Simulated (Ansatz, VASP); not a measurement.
W: VASP beside Ansatz

```
CELL_PARAMETERS angstrom
-1.58422 1.58422 1.58422
1.58422 -1.58422 1.58422
1.58422 1.58422 -1.58422
ATOMIC_POSITIONS crystal
W 0.00000 0.00000 0.00000
```

Alike in both runs: functional r2SCAN; k mesh 18 × 18 × 18; occupations gaussian, width 0.1 eV; no spin polarisation.

Ansatz relaxed the structure, and its values are those at the end. VASP's run is a single point on that final structure, the one shown.

```csv
,VASP,Ansatz
version,VASP 6.6.1,Ansatz 0.2.0
potentials or method,"VASP PAW PBE potentials, release 64 (W_sv), cutoff 520 eV","scalar-relativistic, plane waves, PAW"
valence electrons in the cell,14,14
```

Ansatz gave:

| Property | Result |
| --- | --- |
| gap on the k mesh at the Fermi level (eV) | none |
| pressure (GPa) | 0.0 |

**Question.** Estimate VASP's values.

**Answer.** gap on the k mesh at the Fermi level (eV): none; pressure (GPa): 1.2.

VASP's potentials were made for PBE, not for r2SCAN. A gap of «none» marks a metal or a gap that the smearing closes.

Spin-orbit coupling is off throughout.
